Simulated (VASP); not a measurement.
# Hf (Fd-3m) in VASP: notebook

Runs on Hf. Level: RPBE. Tasks: single point.

All numbers are computed with VASP 6.6.1; they aren't measurements. Logs are shortened: lines on timing, memory, paths and dates and some standing lists are left out, and cuts for length are marked.

## 1. The cell of the first run

It takes space group Fd-3m (No. 227, cubic). The conventional cell has a = 6.376 Å, b = 6.376 Å, c = 6.376 Å, α = 90.00°, β = 90.00°, γ = 90.00°. Hf (site symmetry -43m) has 4 Hf at 2.76 Å within 3.6 Å.

## 2. Single point, RPBE (volume scaled by 0.88)

INCAR reads:

```
PREC = Accurate
ENCUT = 520
EDIFF = 1E-6
ISMEAR = -1
SIGMA = 0.1
LREAL = False
LASPH = True
NELM = 80
ALGO = Normal
ISIF = 2
LWAVE = False
LCHARG = False
GGA = RP
NBANDS = 17
```

KPOINTS reads:

```
Automatic mesh
0
Gamma
  9 9 9
```

POSCAR reads:

```
Hf
1.0
    0.0000000000      3.1879528176      3.1879528176
    3.1879528176      0.0000000000      3.1879528176
    3.1879528176      3.1879528176      0.0000000000
Hf
2
Direct
    0.1250000000      0.1250000000      0.1250000000
    0.8750000000      0.8750000000      0.8750000000
```

Potentials or basis: VASP PAW PBE potentials, release 64 (Hf_pv).

Started as:

```bash
> cat potpaw_PBE.64/Hf_pv/POTCAR > POTCAR
> mpirun -np 1 vasp_std > vasp.out
```

OUTCAR:

```text
PREC = Accurate
   ENCUT = 520
   EDIFF = 1E-6
   ISMEAR = -1
   LREAL = False
   LASPH = True
   NELM = 80
   ISIF = 2
   GGA = RP

 ion  position               nearest neighbor table
   1  0.125  0.125  0.125-   2 2.76   2 2.76   2 2.76   2 2.76
   2  0.875  0.875  0.875-   1 2.76   1 2.76   1 2.76   1 2.76

  LATTYP: Found a face centered cubic cell.
 ALAT       =     6.3759056352

  Lattice vectors:

 A1 = (   0.0000000000,   3.1879528176,   3.1879528176)
 A2 = (   3.1879528176,   0.0000000000,   3.1879528176)
 A3 = (   3.1879528176,   3.1879528176,   0.0000000000)

Analysis of symmetry for initial positions (statically):
=====================================================================
 Subroutine PRICEL returns:
 Original cell was already a primitive cell.

 Routine SETGRP: Setting up the symmetry group for a
 face centered cubic supercell.

 Subroutine GETGRP returns: Found 48 space group operations
 (whereof 12 operations were pure point group operations)
 out of a pool of 48 trial point group operations.

The static configuration has the point symmetry D_3d.
 The point group associated with its full space group is O_h .

Analysis of symmetry for dynamics (positions and initial velocities):
=====================================================================
 Subroutine PRICEL returns:
 Original cell was already a primitive cell.

 Routine SETGRP: Setting up the symmetry group for a
 face centered cubic supercell.

 Subroutine GETGRP returns: Found 48 space group operations
 (whereof 12 operations were pure point group operations)
 out of a pool of 48 trial point group operations.

The dynamic configuration has the point symmetry D_3d.
 The point group associated with its full space group is O_h .

 Subroutine INISYM returns: Found 48 space group operations
 (whereof 12 operations are pure point group operations),
 and found     1 'primitive' translations

----------------------------------------------------------------------------------------

                                     Primitive cell

  volume of cell :      64.7986

  direct lattice vectors                    reciprocal lattice vectors
     0.000000000  3.187952818  3.187952818    -0.156840464  0.156840464  0.156840464
     3.187952818  0.000000000  3.187952818     0.156840464 -0.156840464  0.156840464
     3.187952818  3.187952818  0.000000000     0.156840464  0.156840464 -0.156840464

  length of vectors
[... 75 lines left out ...]
   ICHARG =      2    charge: 1-file 2-atom 10-const
   ISPIN  =      1    spin polarized calculation?
   LNONCOLLINEAR =      F non collinear calculations
   LSORBIT =      F    spin-orbit coupling
   LASPH  =      T    aspherical Exc in radial PAW
   ENCUT  =  520.0 eV  38.22 Ry    6.18 a.u.   8.38  8.38  8.38*2*pi/ulx,y,z
   NELM   =     80;   NELMIN=  2; NELMDL= -5     # of ELM steps
   EDIFF  = 0.1E-05   stopping-criterion for ELM
   LREAL  =      F    real-space projection
   EDIFFG = 0.1E-04   stopping-criterion for IOM
   NSW    =      0    number of steps for IOM
   IBRION =     -1    ionic relax: 0-MD 1-quasi-New 2-CG
   NFREE  =      0    steps in history (QN), initial steepest desc. (CG)
   ISIF   =      2    stress and relaxation
   ISYM   =      2    0-nonsym 1-usesym 2-fastsym
   POTIM  = 0.5000    time-step for ionic-motion
   TEBEG  =    0.0;   TEEND  =   0.0 temperature during run
   PSTRESS=    0.0 pullay stress
   NELECT =      20.0000    total number of electrons
   NUPDOWN=      -1.0000    fix difference up-down
   EMIN   =  10.00;   EMAX   =-10.00  energy-range for DOS
   EFERMI =   0.00;   METHOD = LEGACY
   ISMEAR =    -1;   SIGMA  =   0.10  broadening in eV -4-tet -1-fermi 0-gaus
   EFERMI_NEDOS =   21; number of points for ismear=-14 and -15
   IALGO  =     38    algorithm
   IMIX   =      4    mixing-type and parameters
     AMIX     =   0.40;   BMIX     =  1.00
     AMIX_MAG =   1.60;   BMIX_MAG =  1.00
  volume/ion in A,a.u.               =      32.40       218.64
  Fermi-wavevector in a.u.,A,eV,Ry     =   1.106360  2.090716 16.653958  1.224031
  Thomas-Fermi vector in A             =   2.242859
   LORBIT       =      0    0 simple, 1 ext, 2 COOP (PROOUT), +10 PAW based schemes
   GGA     = RP    functional components
   LHFCALC =     F    Hartree Fock is set to
   AEXX    =    0.0000 exact exchange contribution
   IVDW    =     0    specifies the selected vdW correction
   LEPSILON=     F    determine dielectric tensor
   LRPA    =     F    only Hartree local field effects (RPA)
 non-spin polarized calculation
  energy-cutoff  :      520.00
  volume of cell :       64.80
 maximum number of plane-waves:      1807
 NGX is ok and might be reduce to    36
   NGX = 17   NGY = 17   NGZ = 17

 number of electron      19.9999999 magnetization

 Free energy of the ion-electron system (eV)
  ---------------------------------------------------
  ext. energy  EPLUGINS =         0.00000000
  ---------------------------------------------------
  free energy    TOTEN  =       -13.67998787 eV

  energy without entropy =      -13.52146005  energy(sigma->0) =      -13.60072396

 E-fermi :   2.0461     XC(G=0):  -9.3172

 val. band max:        2.0442263624   @ k =  -0.4444   0.3333   0.0000
 cond. band min:       2.0471207624   @ k =  -0.2222   0.1111   0.0000
 fundamental gap:      0.0028944000
 Fermi energy:         2.0460549354

 k-point     1 :       0.0000    0.0000    0.0000
  band No.  band energies     occupation
      1     -28.9697      2.00000
      2     -28.9697      2.00000
      3     -28.9697      2.00000
      4     -28.2557      2.00000
      5     -28.2557      2.00000
      6     -28.2557      2.00000
[... 457 lines left out ...]
      4     -28.5640      2.00000
      5     -28.0939      2.00000
      6     -28.0939      2.00000
[... 9 lines left out ...]
     16       5.5950      0.00000
     17       7.6268      0.00000

 [... further k-points ...]
[... 5 lines left out ...]
  --------------------------------------------------------------------------------------
  -------------------------------------------------------------------------------------
  Total        1.5258842      1.5258842      1.5258842      0.0000000     -0.0000000      0.0000000
  in kB       37.7282356     37.7282356     37.7282356      0.0000000     -0.0000000      0.0000000
  external PRESSURE =      37.7282356 kB  Pullay stress =       0.0000000 kB

 VOLUME and BASIS-vectors are now :
 -----------------------------------------------------------------------------
  energy-cutoff  :      520.00
  volume of cell :       64.80
      direct lattice vectors                 reciprocal lattice vectors
     0.000000000  3.187952818  3.187952818    -0.156840464  0.156840464  0.156840464
     3.187952818  0.000000000  3.187952818     0.156840464 -0.156840464  0.156840464
     3.187952818  3.187952818  0.000000000     0.156840464  0.156840464 -0.156840464

 POSITION                                       TOTAL-FORCE (eV/Angst)
 -----------------------------------------------------------------------------------
      0.79699      0.79699      0.79699         0.000000      0.000000      0.000000
      5.57892      5.57892      5.57892        -0.000000     -0.000000     -0.000000
 -----------------------------------------------------------------------------------
    total drift:                                0.000000      0.000000      0.000000

  FREE ENERGIE OF THE ION-ELECTRON SYSTEM (eV)
  ---------------------------------------------------
  free  energy   TOTEN  =       -13.6799878658 eV

  energy  without entropy=      -13.5214600541  energy(sigma->0) =      -13.60072396
```

OSZICAR:

```text
N       E                     dE             d eps       ncg     rms          rms(c)
DAV:   1     0.564264076690E+02    0.56426E+02   -0.10907E+04  1198   0.105E+03
DAV:   2    -0.119509981071E+02   -0.68377E+02   -0.66775E+02  1552   0.240E+02
DAV:   3    -0.140168223142E+02   -0.20658E+01   -0.20338E+01  1578   0.278E+01
DAV:   4    -0.140454743914E+02   -0.28652E-01   -0.28533E-01  1532   0.385E+00
DAV:   5    -0.140460948447E+02   -0.62045E-03   -0.62008E-03  1658   0.473E-01    0.305E+01
DAV:   6    -0.137258541314E+02    0.32024E+00   -0.59848E-01  1271   0.359E+00    0.177E+01
DAV:   7    -0.136906277388E+02    0.35226E-01   -0.44957E-01  1430   0.322E+00    0.161E+00
DAV:   8    -0.136801159845E+02    0.10512E-01   -0.76857E-02  1275   0.124E+00    0.173E-01
DAV:   9    -0.136799542494E+02    0.16174E-03   -0.22213E-03  1560   0.258E-01    0.131E-01
DAV:  10    -0.136800062272E+02   -0.51978E-04   -0.11356E-04  1527   0.667E-02    0.689E-02
DAV:  11    -0.136799876326E+02    0.18595E-04   -0.98375E-05  1406   0.438E-02    0.460E-03
DAV:  12    -0.136799878658E+02   -0.23316E-06   -0.22440E-06  1384   0.100E-02
   1 F= -.13679988E+02 E0= -.13600724E+02  d E =-.158528E+00
```

Run time: 32 s. Hardware: 1 thread of Intel Xeon Platinum 8259CL at 2.50GHz (Skylake/Cascade Lake), shared host; peak memory 0.21 GiB.

Results:

```yaml
Free_energy: -13.6800 eV
Pressure: 3.8 GPa
Band_gap_on_the_k_mesh: zero (band 10 reaches 2.40 eV, above the bottom of band 11 at 1.69 eV)
```

Caveat: the cell differs from its parent crystal (volume scaled by 0.88); the PAW data sets were made with another functional, which shifts forces and pressure a little; spin-orbit coupling is left out, which moves the levels of the heavy elements.

## 3. Single point, RPBE (volume scaled by 0.92)

INCAR reads:

```
SYSTEM = Hf
  PREC = Accurate
  ENCUT = 520
  EDIFF = 1E-6
  ISMEAR = -1
  SIGMA = 0.1
  LREAL = .FALSE.
  LASPH = .TRUE.
  NELM = 60
  ALGO = Normal
  ISIF = 2
  LWAVE = .FALSE.
  LCHARG = .FALSE.
  GGA = RP
  NBANDS = 17
```

KPOINTS reads:

```
Automatic mesh
0
G
  9 9 9
  0 0 0
```

POSCAR reads:

```
Hf
1.0
    0.0000000000      3.2355412189      3.2355412189
    3.2355412189      0.0000000000      3.2355412189
    3.2355412189      3.2355412189      0.0000000000
Hf
2
Direct
    0.1250000000      0.1250000000      0.1250000000
    0.8750000000      0.8750000000      0.8750000000
```

Potentials or basis: VASP PAW PBE potentials, release 64 (Hf_pv).

Started as:

```bash
> cat potpaw_PBE.64/Hf_pv/POTCAR > POTCAR
> mpirun -np 1 vasp_std > vasp.out
```

Run time: 35 s. Hardware: 1 thread of Intel Xeon Platinum 8259CL at 2.50GHz (Skylake/Cascade Lake), shared host; peak memory 0.21 GiB.

The run converged. Its results:

```yaml
Free_energy: -13.7363 eV
Pressure: 2.3 GPa
Band_gap_on_the_k_mesh: zero (band 10 reaches 2.18 eV, above the bottom of band 11 at 1.54 eV)
```

Levels at points of the mesh, in eV from the Fermi level:
```csv
k point,band 8,band 9,band 10,band 11,band 12,band 13
"(0.00, 0.00, 0.00)",-0.35,-0.35,0.15,0.15,0.15,2.12
```

Caveat: the cell differs from its parent crystal (volume scaled by 0.92); the PAW data sets were made with another functional, which shifts forces and pressure a little; spin-orbit coupling is left out, which moves the levels of the heavy elements.

## 4. Single point, RPBE (volume scaled by 0.96)

INCAR reads:

```
PREC = Accurate
ENCUT = 520
EDIFF = 1E-6
ISMEAR = -1
SIGMA = 0.1
LREAL = F
LASPH = T
NELM = 100
ALGO = Normal
ISIF = 2
LWAVE = F
LCHARG = F
GGA = RP
NBANDS = 17
```

KPOINTS reads:

```
regular mesh
0
Gamma
  9 9 9
```

POSCAR reads:

```
Hf
1.0
    0.0000000000      3.2817694820      3.2817694820
    3.2817694820      0.0000000000      3.2817694820
    3.2817694820      3.2817694820      0.0000000000
Hf
2
Direct
    0.1250000000      0.1250000000      0.1250000000
    0.8750000000      0.8750000000      0.8750000000
```

Started as:

```bash
> cat potpaw_PBE.64/Hf_pv/POTCAR > POTCAR
> mpirun -np 1 vasp_std > vasp.out
```

Wall time 33 s (1 thread of Intel Xeon Platinum 8259CL at 2.50GHz (Skylake/Cascade Lake), shared host); peak memory 0.21 GiB.

It converged, with:

* Free energy: -13.7672 eV
* Pressure: 1.0 GPa
* Band gap on the k mesh: zero (band 10 reaches 1.97 eV, above the bottom of band 11 at 1.40 eV)

Levels at points of the mesh, in eV from the Fermi level:
```
           k point  band 6  band 7  band 8  band 9  band 10  band 11  band 12  band 13  band 14  band 15
(0.00, 0.00, 0.00)  -30.49   -5.09   -0.28   -0.28     0.14     0.14     0.14     2.04     2.04     2.04
```

Caveat: the cell differs from its parent crystal (volume scaled by 0.96); the PAW data sets were made with another functional, which shifts forces and pressure a little; spin-orbit coupling is left out, which moves the levels of the heavy elements.

## 5. Single point, RPBE

This run uses another cell than the first one, of 36.82 Å³/atom, 1.136 times its volume.

INCAR reads:

```
PREC     = Accurate       # precision mode
ENCUT    = 520            # plane-wave cutoff, eV
EDIFF    = 1E-6           # SCF threshold, eV
ISMEAR   = -1             # smearing method
SIGMA    = 0.1            # smearing width, eV
LREAL    = False          # projectors in reciprocal space
LASPH    = True           # aspherical terms in the spheres
NELM     = 60             # most SCF steps
ALGO     = Normal         # electronic algorithm
ISIF     = 2              # what is computed and relaxed
LWAVE    = False          # write WAVECAR
LCHARG   = False          # write CHGCAR
GGA      = RP             # functional
NBANDS   = 17             # bands
```

KPOINTS reads:

```
Automatic mesh
0
Gamma
  9 9 9
```

POSCAR reads:

```
Hf
1.0
    0.0000000000      3.3267308154      3.3267308154
    3.3267308154      0.0000000000      3.3267308154
    3.3267308154      3.3267308154      0.0000000000
Hf
2
Direct
    0.1250000000      0.1250000000      0.1250000000
    0.8750000000      0.8750000000      0.8750000000
```

Started as:

```bash
> cat potpaw_PBE.64/Hf_pv/POTCAR > POTCAR
> mpirun -np 1 vasp_std > vasp.out
```

It took 36 s on 1 thread of Intel Xeon Platinum 8259CL at 2.50GHz (Skylake/Cascade Lake), shared host; peak memory 0.21 GiB.

Results (log left out):

| Quantity | Value |
| --- | --- |
| Free energy | -13.7748 eV |
| Pressure | -0.2 GPa |
| Band gap on the k mesh | zero (band 10 reaches 1.73 eV, above the bottom of band 11 at 1.21 eV) |

Levels at points of the mesh, in eV from the Fermi level:
```csv
k point,band 8,band 9,band 10,band 11,band 12,band 13
"(0.00, 0.00, 0.00)",-0.23,-0.23,0.12,0.12,0.12,1.96
```

Caveat: the PAW data sets were made with another functional, which shifts forces and pressure a little; spin-orbit coupling is left out, which moves the levels of the heavy elements.

## 6. Summary

| cell | gap on the mesh (eV) | pressure (GPa) |
| --- | --- | --- |
| a = 4.508 Å, angles 60.0°, 2 atoms | none | 3.8 |
| a = 4.576 Å, angles 60.0°, 2 atoms | none | 2.3 |
| a = 4.641 Å, angles 60.0°, 2 atoms | none | 1.0 |
| a = 4.705 Å, angles 60.0°, 2 atoms | none | -0.2 |

Alike in all rows: task single point; level RPBE; potentials or basis VASP PAW PBE potentials, release 64 (Hf_pv); no spin polarisation; k mesh 9 × 9 × 9; cutoff (eV) 520; smearing fermi-dirac 0.1 eV.

Caveats: the PAW data sets were made with another functional, which shifts forces and pressure a little; spin-orbit coupling is left out, which moves the levels of the heavy elements.

Absolute energies hang on the potentials; compare differences alone.
